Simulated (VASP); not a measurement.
Crystal: RbSrBr3.

```
CELL_PARAMETERS angstrom
6.24338 0.00000 0.00000
0.00000 5.94608 0.00000
0.00000 0.00000 5.94608
ATOMIC_POSITIONS crystal
Rb 0.00000 0.00000 0.00000
Sr 0.50000 0.50000 0.50000
Br 0.50000 0.50000 0.00000
Br 0.50000 0.00000 0.50000
Br 0.00000 0.50000 0.50000
```

This cell differs from its parent crystal: uniaxial x strain +5.0%.

Base run:

| Property | Result |
| --- | --- |
| Program | VASP 6.6.1 |
| Functional | r2SCAN |
| Potentials or basis | VASP PAW PBE potentials, release 64 (Rb_sv, Sr_sv, Br) |
| Cutoff | 520 eV |
| k mesh | 4 × 4 × 4 |
| Occupations | gaussian, width 0.01 eV |
| Spin | no spin polarisation |

Its results: band gap on the k mesh 4.48 eV (least direct gap 4.75 eV); pressure -0.7 GPa.

The run is repeated on the same cell with these changes: functional from r2SCAN to PBE; occupations from gaussian, width 0.01 eV to fermi-dirac, width 0.02 eV. What comes out?

Band gap on the k mesh 3.80 eV (least direct gap 4.06 eV); pressure -0.2 GPa.

Caveats: the PAW data sets were made with another functional, which shifts forces and pressure a little (at least some runs).

A k mesh can miss the band edges.
